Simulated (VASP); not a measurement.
# Ag (Im-3m) in VASP: a series of runs

Runs on Ag. Level: BLYP. Tasks: single point, relaxation of cell and atoms.

Everything below comes from runs of VASP 6.6.1. Logs are shortened: lines on timing, memory, paths and dates and some standing lists are left out, and cuts for length are marked.

## (1) The cell of the first run

The structure is cubic, space group Im-3m (No. 229). Conventional cell: a = 3.479 Å, b = 3.479 Å, c = 3.479 Å, α = 90.00°, β = 90.00°, γ = 90.00°. Within 4.0 Å of Ag (site symmetry m-3m) lie 14 Ag at 3.01 to 3.48 Å.

## (2) Single point, BLYP (volume scaled by 1.08)

File INCAR:

```
PREC     = Accurate       # precision mode
ENCUT    = 520            # plane-wave cutoff, eV
EDIFF    = 1E-7           # SCF threshold, eV
ISMEAR   = -1             # smearing method
SIGMA    = 0.1            # smearing width, eV
LREAL    = False          # projectors in reciprocal space
LASPH    = True           # aspherical terms in the spheres
NELM     = 100            # most SCF steps
ALGO     = Normal         # electronic algorithm
ISIF     = 2              # what is computed and relaxed
LWAVE    = False          # write WAVECAR
LCHARG   = False          # write CHGCAR
GGA      = B5             # functional
ALDAX    = 1.0          
AGGAX    = 1.0          
AGGAC    = 1.0          
ALDAC    = 0.0          
NBANDS   = 12             # bands
```

File KPOINTS:

```
regular mesh
0
Gamma
  15 15 15
```

File POSCAR:

```
Ag
1.0
   -1.7396935955      1.7396935955      1.7396935955
    1.7396935955     -1.7396935955      1.7396935955
    1.7396935955      1.7396935955     -1.7396935955
Ag
1
Direct
    0.0000000000      0.0000000000      0.0000000000
```

Potentials or basis: VASP PAW PBE potentials, release 64 (Ag).

Run with:

```bash
$ cat potpaw_PBE.64/Ag/POTCAR > POTCAR
$ mpirun -np 1 vasp_std > vasp.out
```

OUTCAR:

```text
PREC = Accurate
   ENCUT = 520
   EDIFF = 1E-7
   ISMEAR = -1
   LREAL = False
   LASPH = True
   NELM = 100
   ISIF = 2
   GGA = B5

 ion  position               nearest neighbor table
   1  0.000  0.000  0.000-

  LATTYP: Found a body centered cubic cell.
 ALAT       =     3.4793871910

  Lattice vectors:

 A1 = (  -1.7396935955,   1.7396935955,   1.7396935955)
 A2 = (   1.7396935955,  -1.7396935955,   1.7396935955)
 A3 = (   1.7396935955,   1.7396935955,  -1.7396935955)

Analysis of symmetry for initial positions (statically):
=====================================================================
 Subroutine PRICEL returns:
 Original cell was already a primitive cell.

 Routine SETGRP: Setting up the symmetry group for a
 body centered cubic supercell.

 Subroutine GETGRP returns: Found 48 space group operations
 (whereof 48 operations were pure point group operations)
 out of a pool of 48 trial point group operations.

The static configuration has the point symmetry O_h .

Analysis of symmetry for dynamics (positions and initial velocities):
=====================================================================
 Subroutine PRICEL returns:
 Original cell was already a primitive cell.

 Routine SETGRP: Setting up the symmetry group for a
 body centered cubic supercell.

 Subroutine GETGRP returns: Found 48 space group operations
 (whereof 48 operations were pure point group operations)
 out of a pool of 48 trial point group operations.

The dynamic configuration has the point symmetry O_h .

 Subroutine INISYM returns: Found 48 space group operations
 (whereof 48 operations are pure point group operations),
 and found     1 'primitive' translations

----------------------------------------------------------------------------------------

                                     Primitive cell

  volume of cell :      21.0610

  direct lattice vectors                    reciprocal lattice vectors
    -1.739693595  1.739693595  1.739693595     0.000000000  0.287406933  0.287406933
     1.739693595 -1.739693595  1.739693595     0.287406933  0.000000000  0.287406933
     1.739693595  1.739693595 -1.739693595     0.287406933  0.287406933  0.000000000

  length of vectors
     3.013237697  3.013237697  3.013237697     0.406454782  0.406454782  0.406454782

  position of ions in fractional coordinates (direct lattice)
     0.000000000  0.000000000  0.000000000

  ion indices of the primitive-cell ions
   primitive index   ion index
                 1           1

----------------------------------------------------------------------------------------

 KPOINTS: regular mesh

Automatic generation of k-mesh.
 Grid dimensions read from file:
 generate k-points for:   15   15   15

 Generating k-lattice:

  Cartesian coordinates                     Fractional coordinates (reciprocal lattice)
     0.000000000  0.019160462  0.019160462     0.066666667  0.000000000  0.000000000
     0.019160462  0.000000000  0.019160462     0.000000000  0.066666667  0.000000000
     0.019160462  0.019160462  0.000000000     0.000000000  0.000000000  0.066666667

  Length of vectors
     0.027096985  0.027096985  0.027096985

  Shift w.r.t. Gamma in fractional coordinates (k-lattice)
     0.000000000  0.000000000  0.000000000

 Subroutine IBZKPT returns following result:
 ===========================================

 Found    120 irreducible k-points:

 Following reciprocal coordinates:
            Coordinates               Weight
  0.000000  0.000000  0.000000      1.000000
  0.066667  0.000000  0.000000     12.000000
  0.133333  0.000000  0.000000     12.000000
  0.200000  0.000000  0.000000     12.000000
  0.266667  0.000000  0.000000     12.000000
  0.333333  0.000000  0.000000     12.000000
[... 16 lines left out ...]
  0.333333  0.200000 -0.000000     48.000000
  0.400000  0.200000 -0.000000     24.000000
 [... further k-points ...]
   k-points           NKPTS =    120   k-points in BZ     NKDIM =    120   number of bands    NBANDS=     12
   number of dos      NEDOS =    301   number of ions     NIONS =      1
   total plane-waves  NPLWV =  13824
   dimension x,y,z NGX =    24 NGY =   24 NGZ =   24
   dimension x,y,z NGXF=    48 NGYF=   48 NGZF=   48
   ions per type =               1
   NGX,Y,Z   is equivalent  to a cutoff of  13.24, 13.24, 13.24 a.u.
   NGXF,Y,Z  is equivalent  to a cutoff of  26.48, 26.48, 26.48 a.u.
 SYSTEM =  unknown system
   PREC   = accura    normal or accurate (medium, high low for compatibility)
   ISTART =      0    job   : 0-new  1-cont  2-samecut
   ICHARG =      2    charge: 1-file 2-atom 10-const
   ISPIN  =      1    spin polarized calculation?
   LNONCOLLINEAR =      F non collinear calculations
   LSORBIT =      F    spin-orbit coupling
   LASPH  =      T    aspherical Exc in radial PAW
   ENCUT  =  520.0 eV  38.22 Ry    6.18 a.u.   5.60  5.60  5.60*2*pi/ulx,y,z
   NELM   =    100;   NELMIN=  2; NELMDL= -5     # of ELM steps
   EDIFF  = 0.1E-06   stopping-criterion for ELM
   LREAL  =      F    real-space projection
   EDIFFG = 0.1E-05   stopping-criterion for IOM
   NSW    =      0    number of steps for IOM
   IBRION =     -1    ionic relax: 0-MD 1-quasi-New 2-CG
   NFREE  =      0    steps in history (QN), initial steepest desc. (CG)
   ISIF   =      2    stress and relaxation
   ISYM   =      2    0-nonsym 1-usesym 2-fastsym
   POTIM  = 0.5000    time-step for ionic-motion
   TEBEG  =    0.0;   TEEND  =   0.0 temperature during run
   PSTRESS=    0.0 pullay stress
   NELECT =      11.0000    total number of electrons
   NUPDOWN=      -1.0000    fix difference up-down
   EMIN   =  10.00;   EMAX   =-10.00  energy-range for DOS
   EFERMI =   0.00;   METHOD = LEGACY
   ISMEAR =    -1;   SIGMA  =   0.10  broadening in eV -4-tet -1-fermi 0-gaus
   EFERMI_NEDOS =   21; number of points for ismear=-14 and -15
   IALGO  =     38    algorithm
   IMIX   =      4    mixing-type and parameters
     AMIX     =   0.40;   BMIX     =  1.00
     AMIX_MAG =   1.60;   BMIX_MAG =  1.00
  volume/ion in A,a.u.               =      21.06       142.13
  Fermi-wavevector in a.u.,A,eV,Ry     =   1.318397  2.491410 23.649257  1.738171
  Thomas-Fermi vector in A             =   2.448370
   LORBIT       =      0    0 simple, 1 ext, 2 COOP (PROOUT), +10 PAW based schemes
   GGA     = B5    functional components
   LHFCALC =     F    Hartree Fock is set to
   AEXX    =    0.0000 exact exchange contribution
   IVDW    =     0    specifies the selected vdW correction
   LEPSILON=     F    determine dielectric tensor
   LRPA    =     F    only Hartree local field effects (RPA)
 non-spin polarized calculation
  energy-cutoff  :      520.00
  volume of cell :       21.06
 maximum number of plane-waves:       586
   NGX = 11   NGY = 11   NGZ = 11

 number of electron      10.9999999 magnetization

 Free energy of the ion-electron system (eV)
  ---------------------------------------------------
  ext. energy  EPLUGINS =         0.00000000
  ---------------------------------------------------
  free energy    TOTEN  =        -2.05426471 eV

  energy without entropy =       -2.04562684  energy(sigma->0) =       -2.04994578

 E-fermi :   6.3880     XC(G=0): -10.4554

 val. band max:        6.3204168428   @ k =  -0.3333   0.4000   0.2000
 cond. band min:       6.4528966772   @ k =  -0.4000   0.4667   0.0667
 fundamental gap:      0.1324798344
 Fermi energy:         6.3880158309

 k-point     1 :       0.0000    0.0000    0.0000
  band No.  band energies     occupation
      1       0.0021      2.00000
      2       1.9602      2.00000
      3       1.9602      2.00000
      4       1.9602      2.00000
      5       2.9039      2.00000
      6       2.9039      2.00000
      7      23.6782      0.00000
      8      23.6782      0.00000
      9      23.6782      0.00000
     10      26.4631      0.00000
     11      26.4631      0.00000
     12      26.4631      0.00000

 k-point     2 :       0.0667    0.0000    0.0000
  band No.  band energies     occupation
      1       0.1264      2.00000
      2       1.9362      2.00000
      3       1.9667      2.00000
      4       2.0205      2.00000
      5       2.8784      2.00000
      6       2.9054      2.00000
      7      23.1190      0.00000
      8      23.5733      0.00000
      9      23.7022      0.00000
     10      25.4665      0.00000
     11      25.7577      0.00000
     12      25.7783      0.00000

 k-point     3 :       0.1333    0.0000    0.0000
  band No.  band energies     occupation
      1       0.4770      2.00000
      2       1.8690      2.00000
      3       1.9970      2.00000
      4       2.1951      2.00000
      5       2.8207      2.00000
      6       2.9103      2.00000
      7      21.2063      0.00000
      8      22.9002      0.00000
      9      23.7655      0.00000
     10      24.3417      0.00000
     11      24.7358      0.00000
     12      25.5027      0.00000
[... 286 lines left out ...]
 k-point    23 :       0.3333    0.2000   -0.0000
  band No.  band energies     occupation
      1       1.3221      2.00000
      2       1.6557      2.00000
      3       2.5111      2.00000
      4       2.8344      2.00000
      5       3.1486      2.00000
      6       7.2276      0.00045
      7      11.0425      0.00000
      8      14.4914      0.00000
      9      19.0774      0.00000
     10      24.9451      0.00000
     11      27.4215      0.00000
     12      29.6574      0.00000

 k-point    24 :       0.4000    0.2000   -0.0000
  band No.  band energies     occupation
      1       1.3007      2.00000
      2       1.6376      2.00000
      3       2.5416      2.00000
      4       2.8559      2.00000
      5       3.1882      2.00000
      6       8.4822      0.00000
      7       9.5847      0.00000
      8      14.3217      0.00000
      9      18.9540      0.00000
     10      25.0029      0.00000
     11      27.5866      0.00000
     12      29.6279      0.00000

 [... further k-points ...]
[... 5 lines left out ...]
  --------------------------------------------------------------------------------------
  -------------------------------------------------------------------------------------
  Total       -0.5585954     -0.5585954     -0.5585954      0.0000000      0.0000000      0.0000000
  in kB      -42.4941971    -42.4941971    -42.4941971      0.0000000      0.0000000      0.0000000
  external PRESSURE =     -42.4941971 kB  Pullay stress =       0.0000000 kB

 VOLUME and BASIS-vectors are now :
 -----------------------------------------------------------------------------
  energy-cutoff  :      520.00
  volume of cell :       21.06
      direct lattice vectors                 reciprocal lattice vectors
    -1.739693595  1.739693595  1.739693595     0.000000000  0.287406933  0.287406933
     1.739693595 -1.739693595  1.739693595     0.287406933  0.000000000  0.287406933
     1.739693595  1.739693595 -1.739693595     0.287406933  0.287406933  0.000000000

 POSITION                                       TOTAL-FORCE (eV/Angst)
 -----------------------------------------------------------------------------------
      0.00000      0.00000      0.00000         0.000000     -0.000000      0.000000
 -----------------------------------------------------------------------------------
    total drift:                                0.000000      0.000000     -0.000000

  FREE ENERGIE OF THE ION-ELECTRON SYSTEM (eV)
  ---------------------------------------------------
  free  energy   TOTEN  =        -2.0542647079 eV

  energy  without entropy=       -2.0456268423  energy(sigma->0) =       -2.04994578
```

Wall time 42 s (1 thread of Intel Xeon 8259CL, shared host); peak memory 0.16 GiB.

Results:

| Property | Result |
| --- | --- |
| Free energy | -2.0543 eV |
| Pressure | -4.2 GPa |

Levels at points of the mesh, in eV from the Fermi level:
| k point | band 3 | band 4 | band 5 | band 6 | band 7 | band 8 |
| --- | --- | --- | --- | --- | --- | --- |
| (0.00, 0.00, 0.00) | -4.43 | -4.43 | -3.48 | -3.48 | 17.29 | 17.29 |

Caveat: the cell differs from its parent crystal (volume scaled by 1.08); the PAW data sets were made with another functional, which shifts forces and pressure a little.

## (3) Relaxation of cell and atoms, BLYP

This run uses another cell than the first one, of 17.06 Å³/atom, 0.810 times its volume.

File INCAR:

```
PREC = Accurate
ENCUT = 600
EDIFF = 1E-6
ISMEAR = -1
SIGMA = 0.1
LREAL = False
LASPH = True
NELM = 100
ALGO = Normal
ISIF = 3
LWAVE = False
LCHARG = False
GGA = B5
ALDAX = 1.0
AGGAX = 1.0
AGGAC = 1.0
ALDAC = 0.0
IBRION = 2
NSW = 80
EDIFFG = -0.01
```

File KPOINTS:

```
Automatic mesh
0
Gamma
  14 14 14
```

File POSCAR:

```
Ag
1.0
   -1.6216095446      1.6216095446      1.6216095446
    1.6216095446     -1.6216095446      1.6216095446
    1.6216095446      1.6216095446     -1.6216095446
Ag
1
Direct
    0.0000000000      0.0000000000      0.0000000000
```

Potentials or basis: VASP PAW PBE potentials, release 64 (Ag).

Run with:

```bash
$ cat potpaw_PBE.64/Ag/POTCAR > POTCAR
$ mpirun -np 1 vasp_std > vasp.out
```

It took 78 s on 1 thread of Intel Xeon 8259CL, shared host; peak memory 0.16 GiB.

It converged, with:

| Item | Value |
| --- | --- |
| Free energy | -2.0679 eV |
| Relaxed volume | 19.50 Å³/atom |
| Relaxed cell | a = 2.937 Å, b = 2.937 Å, c = 2.937 Å, α = 109.47°, β = 109.47°, γ = 109.47° |
| Space group after relaxing (to 0.05 Å) | Im-3m (No. 229) |
| Energy gained by relaxing | 87.8 meV/atom |
| Ionic steps | 3 |
| Pressure after relaxing | 0.1 GPa |

The path:
```csv
step,energy change (eV),largest force (eV/Å),pressure (GPa),volume (Å³)
1,0.0000,0.0000,13.24,17.06
2,-0.0732,0.0000,-3.48,20.78
3,-0.0878,0.0000,0.05,19.50
```

Final structure:
```
CELL_PARAMETERS angstrom
-1.69569 1.69569 1.69569
1.69569 -1.69569 1.69569
1.69569 1.69569 -1.69569
ATOMIC_POSITIONS crystal
Ag 0.00000 0.00000 0.00000
```

Levels at points of the mesh, in eV from the Fermi level:
| k point | band 3 | band 4 | band 5 | band 6 | band 7 | band 8 |
| --- | --- | --- | --- | --- | --- | --- |
| (0.00, 0.00, 0.00) | -4.64 | -4.64 | -3.56 | -3.56 | 17.62 | 17.62 |
| (0.50, 0.00, 0.00) | -3.62 | -3.48 | -2.76 | 0.30 | 3.27 | 12.89 |
| (0.50, 0.50, 0.50) | -2.96 | -2.96 | -2.96 | 6.44 | 6.44 | 6.44 |

Caveat: the PAW data sets were made with another functional, which shifts forces and pressure a little.
